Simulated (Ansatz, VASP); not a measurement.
Cd3HgTe4: VASP beside Ansatz

The input INCAR:

```
PREC = Accurate
ENCUT = 600
EDIFF = 1E-6
ISMEAR = 0
SIGMA = 0.1
LREAL = F
LASPH = T
NELM = 100
ALGO = Fast
ISIF = 3
LWAVE = F
LCHARG = F
GGA = PE
IBRION = 2
NSW = 100
EDIFFG = -0.01
```

KPOINTS

```
regular mesh
0
Gamma
  8 8 4
```

POSCAR

```
Cd3HgTe4
1.0
    4.3777576600      0.0000000000      0.0000000000
    0.0000000000      4.3777576600      0.0000000000
    0.0000000000      0.0000000000     12.3821685100
Cd Hg Te
3 1 4
Direct
    0.5000000000      0.5000000000      0.2500000000
    0.0000000000      0.0000000000      0.5000000000
    0.5000000000      0.5000000000      0.7500000000
    0.0000000000      0.0000000000      0.0000000000
    0.0000000000      0.0000000000      0.2500000000
    0.5000000000      0.5000000000      0.5000000000
    0.0000000000      0.0000000000      0.7500000000
    0.5000000000      0.5000000000      0.0000000000
```

Input for Ansatz:

```yaml
crystal:
  lattice:
    - [4.37775766, 0.0, 0.0]
    - [0.0, 4.37775766, 0.0]
    - [0.0, 0.0, 12.38216851]
  atoms:
    - { symbol: Cd, position: [0.5, 0.5, 0.25] }
    - { symbol: Cd, position: [0.0, 0.0, 0.5] }
    - { symbol: Cd, position: [0.5, 0.5, 0.75] }
    - { symbol: Hg, position: [0.0, 0.0, 0.0] }
    - { symbol: Te, position: [0.0, 0.0, 0.25] }
    - { symbol: Te, position: [0.5, 0.5, 0.5] }
    - { symbol: Te, position: [0.0, 0.0, 0.75] }
    - { symbol: Te, position: [0.5, 0.5, 0.0] }
basis:
  ecutwfc: 420
kpoints:
  mp_grid: { grid: [8, 8, 4] }
hamiltonian:
  xc: pbe
scf:
  occupations: { method: gaussian, width: 0.1 }
output:
  forces: true
  stress: true
  eigenvalues: true
relax:
  adjacent_minimum: "off"
  f_tol: 0.01
  max_steps: 80
  cell: { stress_tol: 0.05 }
```

Alike in both runs: task relaxation of cell and atoms; functional PBE; k mesh 8 × 8 × 4; occupations gaussian, width 0.1 eV; no spin polarisation.

```csv
,VASP,Ansatz
version,VASP 6.6.1,Ansatz 0.2.0
potentials or method,"VASP PAW PBE potentials, release 64 (Cd, Hg, Te), cutoff 600 eV","scalar-relativistic, plane waves, PAW"
valence electrons in the cell,72,144
```

```csv
,VASP,Ansatz,Ansatz less VASP
"gap on the k mesh at the Fermi level, each at its own relaxed structure (eV)",none,none,-
relaxed volume (Å³/atom),28.91,28.84,-0.071
relaxed length of the cell vector where the two differ most in proportion (Å),4.319,4.315,-0.0039
```

A gap of «none» marks a metal or a gap that the smearing closes. VASP's potentials hold 72 valence electrons a cell and Ansatz's 144, so a difference there can come from the potentials and not from the codes.

Neither program's run includes spin-orbit coupling.
